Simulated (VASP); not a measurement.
# LiAlH3 (P4/mbm) in VASP: further runs

Runs on LiAlH3. Level: PBE. Tasks: single point, relaxation of cell and atoms.

Program: VASP 6.6.1. These are calculated values, not measurements. Logs are shortened: lines on timing, memory, paths and dates and some standing lists are left out, and cuts for length are marked.

## (1) The cell of the first run

It takes space group P4/mbm (No. 127, tetragonal). Conventional cell: a = 5.130 Å, b = 5.130 Å, c = 3.679 Å, α = 90.00°, β = 90.00°, γ = 90.00°. Li (site symmetry mmm) has 12 H at 2.24 to 2.98 Å within 3.0 Å. Within 2.4 Å of Al (site symmetry 4/m) lie 6 H at 1.84 to 1.89 Å. H (site symmetry m2m) has 2 Al at 1.89 Å and 2 Li at 2.24 Å and 9 H at 2.56 to 2.67 Å within 2.7 Å. Within 2.4 Å of H (site symmetry 4/m) lie 2 Al at 1.84 Å.

## (2) Single point, PBE

File INCAR:

```
SYSTEM = LiAlH3
  ALGO = Normal
  EDIFF = 1E-6
  ENCUT = 520
  GGA = PE
  ISIF = 2
  ISMEAR = 0
  LASPH = .TRUE.
  LCHARG = .FALSE.
  LREAL = .FALSE.
  LWAVE = .FALSE.
  NBANDS = 20
  NELM = 100
  PREC = Accurate
  SIGMA = 0.1
```

File KPOINTS:

```
k-points
0
G
  8 8 10
  0 0 0
```

File POSCAR:

```
LiAlH3
1.0
    5.1302870895      0.0000000000      0.0000000000
    0.0000000000      5.1302870895      0.0000000000
    0.0000000000      0.0000000000      3.6789939886
Li Al H
2 2 6
Direct
    0.0000000000      0.5000000000      0.5000000000
    0.5000000000      0.0000000000      0.5000000000
    0.5000000000      0.5000000000      0.0000000000
    0.0000000000      0.0000000000      0.0000000000
    0.8235675390      0.3235675390      0.0000000000
    0.6764324610      0.8235675390      0.0000000000
    0.5000000000      0.5000000000      0.5000000000
    0.1764324610      0.6764324610      0.0000000000
    0.3235675390      0.1764324610      0.0000000000
    0.0000000000      0.0000000000      0.5000000000
```

Potentials or basis: VASP PAW PBE potentials, release 64 (Li_sv, Al, H).

The run is started by

```bash
cat potpaw_PBE.64/Li_sv/POTCAR potpaw_PBE.64/Al/POTCAR potpaw_PBE.64/H/POTCAR > POTCAR
mpirun -np 1 vasp_std > vasp.out
```

OUTCAR:

```text
SYSTEM = LiAlH3
   EDIFF = 1E-6
   ENCUT = 520
   GGA = PE
   ISIF = 2
   ISMEAR = 0
   LASPH = .TRUE.
   LREAL = .FALSE.
   NELM = 100
   PREC = Accurate

 ion  position               nearest neighbor table
   1  0.000  0.500  0.500-
   2  0.500  0.000  0.500-
   3  0.500  0.500  0.000-   7 1.84   7 1.84   5 1.89   8 1.89   9 1.89   6 1.89
   4  0.000  0.000  0.000-  10 1.84  10 1.84   8 1.89   9 1.89   5 1.89   6 1.89
   5  0.824  0.324  0.000-   3 1.89   4 1.89
   6  0.676  0.824  0.000-   3 1.89   4 1.89
   7  0.500  0.500  0.500-   3 1.84   3 1.84
   8  0.176  0.676  0.000-   3 1.89   4 1.89
   9  0.324  0.176  0.000-   3 1.89   4 1.89
  10  0.000  0.000  0.500-   4 1.84   4 1.84

  LATTYP: Found a simple tetragonal cell.
 ALAT       =     5.1302870895
 C/A-ratio  =     0.7171126926

  Lattice vectors:

 A1 = (   5.1302870895,   0.0000000000,   0.0000000000)
 A2 = (   0.0000000000,   5.1302870895,   0.0000000000)
 A3 = (   0.0000000000,   0.0000000000,   3.6789939886)

Analysis of symmetry for initial positions (statically):
=====================================================================
 Subroutine PRICEL returns:
 Original cell was already a primitive cell.

 Routine SETGRP: Setting up the symmetry group for a
 simple tetragonal supercell.

 Subroutine GETGRP returns: Found 16 space group operations
 (whereof  8 operations were pure point group operations)
 out of a pool of 16 trial point group operations.

The static configuration has the point symmetry C_4h.
 The point group associated with its full space group is D_4h.

Analysis of symmetry for dynamics (positions and initial velocities):
=====================================================================
 Subroutine PRICEL returns:
 Original cell was already a primitive cell.

 Routine SETGRP: Setting up the symmetry group for a
 simple tetragonal supercell.

 Subroutine GETGRP returns: Found 16 space group operations
 (whereof  8 operations were pure point group operations)
 out of a pool of 16 trial point group operations.

The dynamic configuration has the point symmetry C_4h.
 The point group associated with its full space group is D_4h.

 Subroutine INISYM returns: Found 16 space group operations
 (whereof  8 operations are pure point group operations),
 and found     1 'primitive' translations

----------------------------------------------------------------------------------------
[... 105 lines left out ...]
   LSORBIT =      F    spin-orbit coupling
   LASPH  =      T    aspherical Exc in radial PAW
   ENCUT  =  520.0 eV  38.22 Ry    6.18 a.u.   9.54  9.54  6.84*2*pi/ulx,y,z
   NELM   =    100;   NELMIN=  2; NELMDL= -5     # of ELM steps
   EDIFF  = 0.1E-05   stopping-criterion for ELM
   LREAL  =      F    real-space projection
[... 7 lines left out ...]
   TEBEG  =    0.0;   TEEND  =   0.0 temperature during run
   PSTRESS=    0.0 pullay stress
   NELECT =      18.0000    total number of electrons
   NUPDOWN=      -1.0000    fix difference up-down
   EMIN   =  10.00;   EMAX   =-10.00  energy-range for DOS
   EFERMI =   0.00;   METHOD = LEGACY
   ISMEAR =     0;   SIGMA  =   0.10  broadening in eV -4-tet -1-fermi 0-gaus
   EFERMI_NEDOS =   21; number of points for ismear=-14 and -15
   IALGO  =     38    algorithm
   IMIX   =      4    mixing-type and parameters
     AMIX     =   0.40;   BMIX     =  1.00
     AMIX_MAG =   1.60;   BMIX_MAG =  1.00
  volume/ion in A,a.u.               =       9.68        65.34
  Fermi-wavevector in a.u.,A,eV,Ry     =   0.934318  1.765606 11.877215  0.872951
  Thomas-Fermi vector in A             =   2.061111
   LORBIT       =      0    0 simple, 1 ext, 2 COOP (PROOUT), +10 PAW based schemes
   GGA     = PE    functional components
   LHFCALC =     F    Hartree Fock is set to
   AEXX    =    0.0000 exact exchange contribution
   IVDW    =     0    specifies the selected vdW correction
   LEPSILON=     F    determine dielectric tensor
   LRPA    =     F    only Hartree local field effects (RPA)
 non-spin polarized calculation
 Gauss-broadening in eV      SIGMA  =   0.10
  energy-cutoff  :      520.00
  volume of cell :       96.83
 maximum number of plane-waves:      2646
 NGX is ok and might be reduce to    40
   NGX = 19   NGY = 19   NGZ = 13

 number of electron      17.9999996 magnetization

 Free energy of the ion-electron system (eV)
  ---------------------------------------------------
  ext. energy  EPLUGINS =         0.00000000
  ---------------------------------------------------
  free energy    TOTEN  =       -30.80074380 eV

  energy without entropy =      -30.78284549  energy(sigma->0) =      -30.79179465

 E-fermi :   4.3625     XC(G=0):  -8.6173

 val. band max:        4.3571611546   @ k =   0.1250   0.1250   0.5000
 cond. band min:       4.3635774833   @ k =   0.2500   0.2500   0.4000
 fundamental gap:      0.0064163288
 Fermi energy:         4.3624927212

 k-point     1 :       0.0000    0.0000    0.0000
  band No.  band energies     occupation
      1     -44.0988      2.00000
      2     -44.0973      2.00000
      3      -6.7581      2.00000
      4      -3.2395      2.00000
      5      -2.1561      2.00000
      6      -2.1561      2.00000
[... 541 lines left out ...]
     19      10.9903      0.00000
     20      10.9903      0.00000

 [... further k-points ...]
[... 5 lines left out ...]
  --------------------------------------------------------------------------------------
  -------------------------------------------------------------------------------------
  Total       -0.0823334     -0.0823334     -0.0969798      0.0000000     -0.0000000      0.0000000
  in kB       -1.3623040     -1.3623040     -1.6046461      0.0000000     -0.0000000      0.0000000
  external PRESSURE =      -1.4430847 kB  Pullay stress =       0.0000000 kB

 VOLUME and BASIS-vectors are now :
 -----------------------------------------------------------------------------
  energy-cutoff  :      520.00
  volume of cell :       96.83
      direct lattice vectors                 reciprocal lattice vectors
     5.130287090  0.000000000  0.000000000     0.194920866  0.000000000  0.000000000
     0.000000000  5.130287090  0.000000000     0.000000000  0.194920866  0.000000000
     0.000000000  0.000000000  3.678993989     0.000000000  0.000000000  0.271813437

 POSITION                                       TOTAL-FORCE (eV/Angst)
 -----------------------------------------------------------------------------------
      0.00000      2.56514      1.83950        -0.000000      0.000000      0.000000
      2.56514      0.00000      1.83950        -0.000000      0.000000      0.000000
      2.56514      2.56514      0.00000        -0.000000      0.000000      0.000000
      0.00000      0.00000      0.00000        -0.000000      0.000000      0.000000
      4.22514      1.65999      0.00000         0.000347      0.000347      0.000000
      3.47029      4.22514      0.00000        -0.000347      0.000347     -0.000000
      2.56514      2.56514      1.83950        -0.000000      0.000000      0.000000
      0.90515      3.47029      0.00000        -0.000347     -0.000347      0.000000
      1.65999      0.90515      0.00000         0.000347     -0.000347      0.000000
      0.00000      0.00000      1.83950        -0.000000      0.000000      0.000000
 -----------------------------------------------------------------------------------
    total drift:                                0.000000     -0.000000     -0.000000

  FREE ENERGIE OF THE ION-ELECTRON SYSTEM (eV)
  ---------------------------------------------------
  free  energy   TOTEN  =       -30.8007438040 eV

  energy  without entropy=      -30.7828454924  energy(sigma->0) =      -30.79179465
```

Run time: 74 s. Hardware: 1 thread of Intel Xeon Platinum 8559C (Emerald Rapids), shared host; peak memory 0.28 GiB.

What came out:

- Free energy: -30.8007 eV
- Band gap on the k mesh: zero (bands 9 and 10 overlap by 3.47 eV)

Caveat: the cutoff is under 1.25 times the usual one of these potentials, so pressure, stress and relaxed cells hold a basis-set (Pulay) error.

## (3) Relaxation of cell and atoms, PBE

This run uses another cell than the first one, of 9.66 Å³/atom.

File INCAR:

```
PREC = Accurate
ENCUT = 600
EDIFF = 1E-6
ISMEAR = 0
SIGMA = 0.1
LREAL = False
LASPH = True
NELM = 60
ALGO = Normal
ISIF = 3
LWAVE = False
LCHARG = False
GGA = PE
IBRION = 2
NSW = 100
EDIFFG = -0.01
```

File KPOINTS:

```
Automatic mesh
0
Gamma
  8 8 10
```

File POSCAR:

```
LiAlH3
1.0
    5.1172125994      0.0000000000      0.0000000000
    0.0000000000      5.1172125994      0.0000000000
    0.0000000000      0.0000000000      3.6879559081
Li Al H
2 2 6
Direct
    0.0000000000      0.5000000000      0.5000000000
    0.5000000000      0.0000000000      0.5000000000
    0.5000000000      0.5000000000      0.0000000000
    0.0000000000      0.0000000000      0.0000000000
    0.8243706118      0.3243706118      0.0000000000
    0.6756293882      0.8243706118      0.0000000000
    0.5000000000      0.5000000000      0.5000000000
    0.1756293882      0.6756293882      0.0000000000
    0.3243706118      0.1756293882      0.0000000000
    0.0000000000      0.0000000000      0.5000000000
```

Potentials or basis: VASP PAW PBE potentials, release 64 (Li_sv, Al, H).

The run is started by

```bash
cat potpaw_PBE.64/Li_sv/POTCAR potpaw_PBE.64/Al/POTCAR potpaw_PBE.64/H/POTCAR > POTCAR
mpirun -np 1 vasp_std > vasp.out
```

Wall time 2.4 min (1 thread of Intel Xeon Platinum 8559C (Emerald Rapids), shared host); peak memory 0.32 GiB.

The run converged. Its results:

```yaml
Free_energy: -30.8013 eV
Relaxed_volume: 9.64 Å³/atom
Relaxed_cell: a = 5.121 Å, b = 5.121 Å, c = 3.677 Å, α = 90.00°, β = 90.00°, γ = 90.00°
Space_group_after_relaxing_to_0.1_Å: P4/mbm (No. 127)
Energy_gained_by_relaxing: 0.0 meV/atom
Ionic_steps: 3
Pressure_after_relaxing: 0.0 GPa
Band_gap_on_the_k_mesh: zero (bands 9 and 10 overlap by 3.47 eV)
```

Forces in eV/Å, atoms in the order of the input:
```
Li   0.000  0.000  0.000
Li   0.000  0.000  0.000
Al   0.000  0.000  0.000
Al   0.000  0.000  0.000
H   -0.002 -0.002  0.000
H    0.002 -0.002  0.000
H    0.000  0.000  0.000
H    0.002  0.002  0.000
H   -0.002  0.002  0.000
H    0.000  0.000  0.000
```

Step by step:
| step | energy change (eV) | largest force (eV/Å) | pressure (GPa) | volume (Å³) |
| --- | --- | --- | --- | --- |
| 1 | 0.0000 | 0.0032 | -0.05 | 96.57 |
| 2 | -0.0001 | 0.0029 | -0.02 | 96.53 |
| 3 | -0.0003 | 0.0022 | 0.05 | 96.42 |

Final structure:
```xyz
10
Lattice="5.1209 0.0000 0.0000 0.0000 5.1209 0.0000 0.0000 0.0000 3.6767" Properties=species:S:1:pos:R:3 pbc="T T T"
Li    0.0000    2.5604    1.8384
Li    2.5604    0.0000    1.8384
Al    2.5604    2.5604    3.6767
Al    0.0000    0.0000    3.6767
H     4.2211    1.6606    3.6767
H     3.4603    4.2211    3.6767
H     2.5604    2.5604    1.8384
H     0.8998    3.4603    0.0000
H     1.6606    0.8998    0.0000
H     0.0000    0.0000    1.8384
```

Levels at points of the mesh, in eV from the Fermi level:
```csv
k point,band 6,band 7,band 8,band 9,band 10,band 11,band 12,band 13
"(0.00, 0.00, 0.00)",-6.52,-4.60,-3.93,0.39,0.39,0.55,1.11,2.49
"(0.50, 0.00, 0.00)",-5.68,-4.76,-4.76,0.71,0.71,1.77,1.77,2.67
"(0.50, 0.50, 0.00)",-7.60,-3.25,-3.25,2.43,2.43,2.72,2.72,3.38
"(0.00, 0.00, 0.50)",-5.73,-5.73,-4.44,-3.05,0.06,0.06,1.78,2.21
"(0.50, 0.00, 0.50)",-6.98,-4.95,-4.95,-0.89,-0.89,1.37,1.37,1.43
"(0.50, 0.50, 0.50)",-7.11,-6.95,-6.95,-0.33,-0.33,1.82,1.82,4.03
```

Caveat: the cutoff is under 1.25 times the usual one of these potentials, so pressure, stress and relaxed cells hold a basis-set (Pulay) error.
